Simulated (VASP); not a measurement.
# ZnCu2 (P-3m1) in VASP: single point with r2SCAN

Aim: the single point of ZnCu2 with r2SCAN.

Program: VASP 6.6.1. These are calculated values, not measurements. Logs are shortened: lines on timing, memory, paths and dates and some standing lists are left out, and cuts for length are marked.

### 1 The cell of the first run

Symmetry: P-3m1, No. 164, trigonal system. Conventional cell: a = 2.584 Å, b = 2.584 Å, c = 6.293 Å, α = 90.00°, β = 90.00°, γ = 120.00°. Within 3.4 Å of Zn (site symmetry -3m) lie 6 Zn at 2.58 Å and 6 Cu at 2.60 Å. Within 3.3 Å of Cu (site symmetry 3m) lie 9 Cu at 2.53 to 2.58 Å and 3 Zn at 2.60 Å.

### 2 Single point, r2SCAN

POSCAR reads:

```
ZnCu2
1.0
    2.5838256000      0.0000000000      0.0000000000
   -1.2919128000      2.2376586085      0.0000000000
    0.0000000000      0.0000000000      6.2933738000
Zn Cu
1 2
Direct
    0.0000000000      0.0000000000      0.0000000000
    0.3333333333      0.6666666667      0.6621414900
    0.6666666667      0.3333333333      0.3378585100
```

INCAR.step1 reads:

```
SYSTEM = ZnCu2
PREC     = Accurate       ! precision mode
ENCUT    = 570            ! plane-wave cutoff, eV
ISMEAR   = 1              ! smearing method
SIGMA    = 0.1            ! smearing width, eV
LREAL    = .False.        ! projectors in reciprocal space
LASPH    = .True.         ! aspherical terms in the spheres
NELM     = 120            ! most SCF steps
ISYM     = -1           
NBANDS   = 24             ! bands
GGA      = PE             ! functional
ALGO     = Normal         ! electronic algorithm
EDIFF    = 1E-5           ! SCF threshold, eV
LWAVE    = .True.         ! write WAVECAR
LCHARG   = .False.        ! write CHGCAR
GGA_COMPAT= .False.
```

INCAR.step2 reads:

```
SYSTEM = ZnCu2
PREC     = Accurate       ! precision mode
ENCUT    = 570            ! plane-wave cutoff, eV
EDIFF    = 1E-6           ! SCF threshold, eV
ISMEAR   = 1              ! smearing method
SIGMA    = 0.1            ! smearing width, eV
LREAL    = .False.        ! projectors in reciprocal space
LASPH    = .True.         ! aspherical terms in the spheres
NELM     = 120            ! most SCF steps
ALGO     = Normal         ! electronic algorithm
ISIF     = 2              ! what is computed and relaxed
LWAVE    = .False.        ! write WAVECAR
LCHARG   = .False.        ! write CHGCAR
METAGGA  = R2SCAN         ! meta-GGA
LMIXTAU  = .True.       
ISYM     = -1           
NBANDS   = 24             ! bands
ISTART   = 1            
GGA_COMPAT= .False.
```

KPOINTS reads:

```
explicit points
36
Reciprocal
  0.08333333   0.08333333   0.25000000 2
  0.08333333   0.08333333   0.75000000 2
  0.08333333   0.25000000   0.25000000 2
  0.08333333   0.25000000   0.75000000 2
  0.08333333   0.41666667   0.25000000 2
  0.08333333   0.41666667   0.75000000 2
  0.08333333   0.58333333   0.25000000 2
  0.08333333   0.58333333   0.75000000 2
  0.08333333   0.75000000   0.25000000 2
  0.08333333   0.75000000   0.75000000 2
  0.08333333   0.91666667   0.25000000 2
  0.08333333   0.91666667   0.75000000 2
  0.25000000   0.08333333   0.25000000 2
  0.25000000   0.08333333   0.75000000 2
  0.25000000   0.25000000   0.25000000 2
  0.25000000   0.25000000   0.75000000 2
  0.25000000   0.41666667   0.25000000 2
  0.25000000   0.41666667   0.75000000 2
  0.25000000   0.58333333   0.25000000 2
  0.25000000   0.58333333   0.75000000 2
  0.25000000   0.75000000   0.25000000 2
  0.25000000   0.75000000   0.75000000 2
  0.25000000   0.91666667   0.25000000 2
  0.25000000   0.91666667   0.75000000 2
  0.41666667   0.08333333   0.25000000 2
  0.41666667   0.08333333   0.75000000 2
  0.41666667   0.25000000   0.25000000 2
  0.41666667   0.25000000   0.75000000 2
  0.41666667   0.41666667   0.25000000 2
  0.41666667   0.41666667   0.75000000 2
  0.41666667   0.58333333   0.25000000 2
  0.41666667   0.58333333   0.75000000 2
  0.41666667   0.75000000   0.25000000 2
  0.41666667   0.75000000   0.75000000 2
  0.41666667   0.91666667   0.25000000 2
  0.41666667   0.91666667   0.75000000 2
```

Potentials or basis: VASP PAW PBE potentials, release 64 (Zn, Cu).

On the command line:

```bash
> cat potpaw_PBE.64/Zn/POTCAR potpaw_PBE.64/Cu/POTCAR > POTCAR
> cp INCAR.step1 INCAR
> mpirun -np 1 vasp_std > vasp.out
> cp INCAR.step2 INCAR
> mpirun -np 1 vasp_std > vasp.out
```

OUTCAR:

```text
SYSTEM = ZnCu2
   PREC = Accurate
   ENCUT = 570
   EDIFF = 1E-6
   ISMEAR = 1
   LREAL = .False.
   LASPH = .True.
   NELM = 120
   ISIF = 2
   METAGGA = R2SCAN
   ISYM = -1
   ISTART = 1

 ion  position               nearest neighbor table
   1  0.000  0.000  0.000-   2 2.60   3 2.60   2 2.60   3 2.60   3 2.60   2 2.60
   2  0.333  0.667  0.662-   3 2.53   3 2.53   3 2.53   1 2.60   1 2.60   1 2.60
   3  0.667  0.333  0.338-   2 2.53   2 2.53   2 2.53   1 2.60   1 2.60   1 2.60

IMPORTANT INFORMATION: All symmetrisations will be switched off!
NOSYMM: (Re-)initialisation of all symmetry stuff for point group C_1.

----------------------------------------------------------------------------------------

                                     Primitive cell

  volume of cell :      36.3865

  direct lattice vectors                    reciprocal lattice vectors
     2.583825600  0.000000000  0.000000000     0.387023025  0.223447848  0.000000000
    -1.291912800  2.237658608  0.000000000     0.000000000  0.446895695  0.000000000
     0.000000000  0.000000000  6.293373800     0.000000000  0.000000000  0.158897283

  length of vectors
     2.583825600  2.583825600  6.293373800     0.446895695  0.446895695  0.158897283

  position of ions in fractional coordinates (direct lattice)
     0.000000000  0.000000000  0.000000000
     0.333333333  0.666666667  0.662141490
     0.666666667  0.333333333  0.337858510

  ion indices of the primitive-cell ions
   primitive index   ion index
                 1           1
                 2           2
                 3           3

----------------------------------------------------------------------------------------

 KPOINTS: explicit points

Read explicit list of k-points.

 Found     36 k-points:

 Following reciprocal coordinates:
            Coordinates               Weight
  0.083333  0.083333  0.250000      0.027778
  0.083333  0.083333  0.750000      0.027778
  0.083333  0.250000  0.250000      0.027778
  0.083333  0.250000  0.750000      0.027778
  0.083333  0.416667  0.250000      0.027778
  0.083333  0.416667  0.750000      0.027778
[... 16 lines left out ...]
  0.250000  0.916667  0.250000      0.027778
  0.250000  0.916667  0.750000      0.027778
 [... further k-points ...]
   k-points           NKPTS =     36   k-points in BZ     NKDIM =     36   number of bands    NBANDS=     24
   number of dos      NEDOS =    301   number of ions     NIONS =      3
   total plane-waves  NPLWV =  20000
   dimension x,y,z NGX =    20 NGY =   20 NGZ =   50
   dimension x,y,z NGXF=    40 NGYF=   40 NGZF=  100
   ions per type =               1   2
   NGX,Y,Z   is equivalent  to a cutoff of  12.87, 12.87, 13.21 a.u.
   NGXF,Y,Z  is equivalent  to a cutoff of  25.74, 25.74, 26.42 a.u.
 SYSTEM =  ZnCu2
   PREC   = accura    normal or accurate (medium, high low for compatibility)
   ISTART =      1    job   : 0-new  1-cont  2-samecut
   ICHARG =      0    charge: 1-file 2-atom 10-const
   ISPIN  =      1    spin polarized calculation?
   LNONCOLLINEAR =      F non collinear calculations
   LSORBIT =      F    spin-orbit coupling
   LASPH  =      T    aspherical Exc in radial PAW
   ENCUT  =  570.0 eV  41.89 Ry    6.47 a.u.   5.03  5.03 12.25*2*pi/ulx,y,z
   NELM   =    120;   NELMIN=  2; NELMDL=  0     # of ELM steps
   EDIFF  = 0.1E-05   stopping-criterion for ELM
   LREAL  =      F    real-space projection
   EDIFFG = 0.1E-04   stopping-criterion for IOM
   NSW    =      0    number of steps for IOM
   IBRION =     -1    ionic relax: 0-MD 1-quasi-New 2-CG
   NFREE  =      0    steps in history (QN), initial steepest desc. (CG)
   ISIF   =      2    stress and relaxation
   ISYM   =     -1    0-nonsym 1-usesym 2-fastsym
   POTIM  = 0.5000    time-step for ionic-motion
   TEBEG  =    0.0;   TEEND  =   0.0 temperature during run
   PSTRESS=    0.0 pullay stress
   NELECT =      34.0000    total number of electrons
   NUPDOWN=      -1.0000    fix difference up-down
   EMIN   =  10.00;   EMAX   =-10.00  energy-range for DOS
   EFERMI =   0.00;   METHOD = LEGACY
   ISMEAR =     1;   SIGMA  =   0.10  broadening in eV -4-tet -1-fermi 0-gaus
   EFERMI_NEDOS =   21; number of points for ismear=-14 and -15
   IALGO  =     38    algorithm
   IMIX   =      4    mixing-type and parameters
     AMIX     =   0.40;   BMIX     =  1.00
     AMIX_MAG =   1.60;   BMIX_MAG =  1.00
  volume/ion in A,a.u.               =      12.13        81.85
  Fermi-wavevector in a.u.,A,eV,Ry     =   1.600495  3.024497 34.852464  2.561584
  Thomas-Fermi vector in A             =   2.697622
   LORBIT       =      0    0 simple, 1 ext, 2 COOP (PROOUT), +10 PAW based schemes
   METAGGA = R2SCAN    functional components
   LHFCALC =     F    Hartree Fock is set to
   AEXX    =    0.0000 exact exchange contribution
   IVDW    =     0    specifies the selected vdW correction
   LEPSILON=     F    determine dielectric tensor
   LRPA    =     F    only Hartree local field effects (RPA)
 non-spin polarized calculation
 Methfessel and Paxton  Order N= 1 SIGMA  =   0.10
  energy-cutoff  :      570.00
  volume of cell :       36.39
 maximum number of plane-waves:      1138
 NGX is ok and might be reduce to    20
   NGX =  9   NGY =  9   NGZ = 25

 number of electron      34.0000017 magnetization

 Free energy of the ion-electron system (eV)
  ---------------------------------------------------
  ext. energy  EPLUGINS =         0.00000000
  ---------------------------------------------------
  free energy    TOTEN  =       -30.64089246 eV

  energy without entropy =      -30.64002802  energy(sigma->0) =      -30.64060431

 E-fermi :   6.2140     XC(G=0): -13.7621

 val. band max:        6.0801117758   @ k =   0.2500   0.4167   0.7500
 cond. band min:       6.2365965749   @ k =   0.2500   0.2500   0.2500
 fundamental gap:      0.1564847991
 Fermi energy:         6.2140339660

 k-point     1 :       0.0833    0.0833    0.2500
  band No.  band energies     occupation
      1      -3.7461      2.00000
      2      -2.2167      2.00000
      3      -1.8095      2.00000
      4      -1.6275      2.00000
      5      -1.5332      2.00000
      6      -1.1803      2.00000
[... 16 lines left out ...]
     23      23.8719      0.00000
     24      24.1816      0.00000

 k-point     2 :       0.0833    0.0833    0.7500
  band No.  band energies     occupation
      1      -3.7461      2.00000
      2      -2.2167      2.00000
      3      -1.8095      2.00000
      4      -1.6275      2.00000
      5      -1.5332      2.00000
      6      -1.1803      2.00000
[... 16 lines left out ...]
     23      23.8719      0.00000
     24      24.1816      0.00000

 k-point     3 :       0.0833    0.2500    0.2500
  band No.  band energies     occupation
      1      -2.3825      2.00000
      2      -1.9797      2.00000
      3      -1.7019      2.00000
      4      -1.5472      2.00000
      5      -1.2835      2.00000
      6      -0.8393      2.00000
[... 16 lines left out ...]
     23      19.7214      0.00000
     24      20.5725      0.00000

 k-point     4 :       0.0833    0.2500    0.7500
  band No.  band energies     occupation
      1      -2.4027      2.00000
      2      -1.9823      2.00000
      3      -1.7208      2.00000
      4      -1.5392      2.00000
      5      -1.2840      2.00000
      6      -0.8278      2.00000
[... 16 lines left out ...]
     23      20.0027      0.00000
     24      20.2666      0.00000

 k-point     5 :       0.0833    0.4167    0.2500
  band No.  band energies     occupation
      1      -2.5054      2.00000
      2      -2.1530      2.00000
      3      -1.4915      2.00000
      4      -1.3617      2.00000
      5      -0.9452      2.00000
      6       1.2394      2.00000
[... 16 lines left out ...]
     23      17.0297      0.00000
     24      19.3839      0.00000

 k-point     6 :       0.0833    0.4167    0.7500
  band No.  band energies     occupation
      1      -2.5072      2.00000
      2      -2.1565      2.00000
      3      -1.4980      2.00000
      4      -1.3618      2.00000
      5      -0.9454      2.00000
      6       1.2563      2.00000
[... 16 lines left out ...]
     23      17.0470      0.00000
     24      18.4792      0.00000
[... 379 lines left out ...]
 k-point    21 :       0.2500    0.7500    0.2500
  band No.  band energies     occupation
      1      -2.6872      2.00000
      2      -1.9904      2.00000
      3      -1.7850      2.00000
      4      -1.6356      2.00000
      5      -1.2795      2.00000
      6      -1.2355      2.00000
[... 16 lines left out ...]
     23      21.3008      0.00000
     24      21.4462      0.00000

 k-point    22 :       0.2500    0.7500    0.7500
  band No.  band energies     occupation
      1      -2.7095      2.00000
      2      -1.9798      2.00000
      3      -1.8081      2.00000
      4      -1.6330      2.00000
      5      -1.2801      2.00000
      6      -1.2364      2.00000
[... 16 lines left out ...]
     23      21.3523      0.00000
     24      21.7275      0.00000

 k-point    23 :       0.2500    0.9167    0.2500
  band No.  band energies     occupation
      1      -2.9491      2.00000
      2      -2.0046      2.00000
      3      -1.8669      2.00000
      4      -1.7629      2.00000
      5      -1.2985      2.00000
      6      -1.2312      2.00000
[... 16 lines left out ...]
     23      20.1002      0.00000
     24      22.4251      0.00000

 k-point    24 :       0.2500    0.9167    0.7500
  band No.  band energies     occupation
      1      -2.9411      2.00000
      2      -2.0198      2.00000
      3      -1.8560      2.00000
      4      -1.7479      2.00000
      5      -1.2988      2.00000
      6      -1.2324      2.00000
[... 16 lines left out ...]
     23      20.1616      0.00000
     24      22.3203      0.00000

 [... further k-points ...]

------------------------ aborting loop because EDIFF is reached ----------------------------------------

  FORCE on cell =-STRESS in cart. coord.  units (eV):
  Direction    XX          YY          ZZ          XY          YZ          ZX
  --------------------------------------------------------------------------------------
  -------------------------------------------------------------------------------------
  Total        0.5129361      0.0142474     -0.0153413     -0.4318762     -0.1412553      0.2446611
  in kB       22.5856847      0.6273446     -0.6755109    -19.0164449     -6.2197780     10.7729573
  external PRESSURE =       7.5125061 kB  Pullay stress =       0.0000000 kB

 VOLUME and BASIS-vectors are now :
 -----------------------------------------------------------------------------
  energy-cutoff  :      570.00
  volume of cell :       36.39
      direct lattice vectors                 reciprocal lattice vectors
     2.583825600  0.000000000  0.000000000     0.387023025  0.223447848  0.000000000
    -1.291912800  2.237658608  0.000000000     0.000000000  0.446895695  0.000000000
     0.000000000  0.000000000  6.293373800     0.000000000  0.000000000  0.158897283

 POSITION                                       TOTAL-FORCE (eV/Angst)
 -----------------------------------------------------------------------------------
      0.00000      0.00000      0.00000        -0.000004      0.000001     -0.000016
     -0.00000      1.49177      4.16710         0.020918     -0.012076      0.010984
      1.29191      0.74589      2.12627        -0.020913      0.012075     -0.010968
 -----------------------------------------------------------------------------------
    total drift:                                0.000036     -0.000018      0.000002

  FREE ENERGIE OF THE ION-ELECTRON SYSTEM (eV)
  ---------------------------------------------------
  free  energy   TOTEN  =       -30.6408924596 eV

  energy  without entropy=      -30.6400280203  energy(sigma->0) =      -30.64060431
```

Wall time 1.7 min (1 thread of Intel Xeon Platinum 8259CL at 2.50GHz (Skylake/Cascade Lake), shared host); peak memory 0.17 GiB.

Results:

| Property | Result |
| --- | --- |
| Free energy | -30.6409 eV |
| Pressure | 0.8 GPa |
| Largest force | 0.027 eV/Å |
| Band gap on the k mesh | zero (bands 17 and 18 overlap by 3.59 eV) |

Forces in eV/Å, atoms in the order of the input:
```
Zn   0.000  0.000  0.000
Cu   0.021 -0.012  0.011
Cu  -0.021  0.012 -0.011
```

Caveat: the PAW data sets were made with another functional, which shifts forces and pressure a little.

The gap in the log of VASP goes by the Fermi energy; the results here count the filled bands.